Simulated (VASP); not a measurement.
**SnO2: single point with LDA**

Crystal: SnO2.

```
Sn O
1.0
     4.72127    0.00000    0.00000
     0.00000    4.72425    0.00000
     0.00000    0.00000    3.19002
Sn O
2 4
Direct
  0.50000 0.50000 0.50000
  0.00000 0.00000 0.00000
  0.30557 0.30657 0.90596
  0.80557 0.19343 0.50000
  0.19443 0.80657 0.50000
  0.69443 0.69343 0.00000
```

This cell differs from its parent crystal: atom 3 (O) moved by (+0.000, -0.300) A along [1 1 0] and z.

```
Program             : VASP 6.6.1
Task                : single point
Functional          : LDA
Potentials or basis : VASP PAW LDA potentials, release 64 (Sn_d, O)
Cutoff              : 520 eV
k mesh              : 6 × 6 × 8
Occupations         : gaussian, width 0.05 eV
Spin                : no spin polarisation
```

```yaml
Pressure: 5.0 GPa
Largest_force: 5.021 eV/Å
Band_gap_on_the_k_mesh: 1.16 eV
```

Forces in eV/Å, atoms in the order of the input:
```
Sn   1.635  1.628 -3.369
Sn   0.170  0.171 -0.103
O   -1.735 -1.729  4.384
O    0.042 -0.056 -0.511
O   -0.057  0.041 -0.510
O   -0.056 -0.054  0.109
```

Stress tensor (GPa, compression positive):
```
 4.88  2.46 -4.79
 2.46  4.85 -4.75
-4.79 -4.75  5.32
```

Levels at points of the mesh, in eV from the valence-band top:
```
           k point  band 24  band 25  band 26  band 27  band 28  band 29
(0.00, 0.00, 0.00)    -0.83    -0.74     0.00     1.16     5.88     6.04
(0.50, 0.00, 0.00)    -1.27    -0.70    -0.61     4.17     4.28     6.67
(0.00, 0.50, 0.00)    -1.27    -0.71    -0.62     4.18     4.29     6.68
(0.50, 0.50, 0.00)    -1.31    -0.95    -0.93     4.61     4.69     7.12
(0.00, 0.00, 0.50)    -1.63    -1.27    -1.09     5.70     6.22     8.99
(0.50, 0.00, 0.50)    -1.04    -0.77    -0.73     5.80     6.63     7.77
(0.00, 0.50, 0.50)    -1.05    -0.77    -0.72     5.80     6.63     7.77
(0.50, 0.50, 0.50)    -0.99    -0.93    -0.87     4.67     4.75     8.42
```

It took 100 s on 1 thread of Intel(R) Xeon(R) 6975P-C (Granite Rapids) (shared host), peak memory 0.36 GiB.

Caveat: the cell differs from its parent crystal (atom 3 (O) moved by (+0.000, -0.300) A along [1 1 0] and z); the cell stands under pressure; spin-orbit coupling is left out, which moves the levels of the heavy elements; forces of over 1 eV/Å act on the atoms, so gaps and moduli don't describe the material at rest.
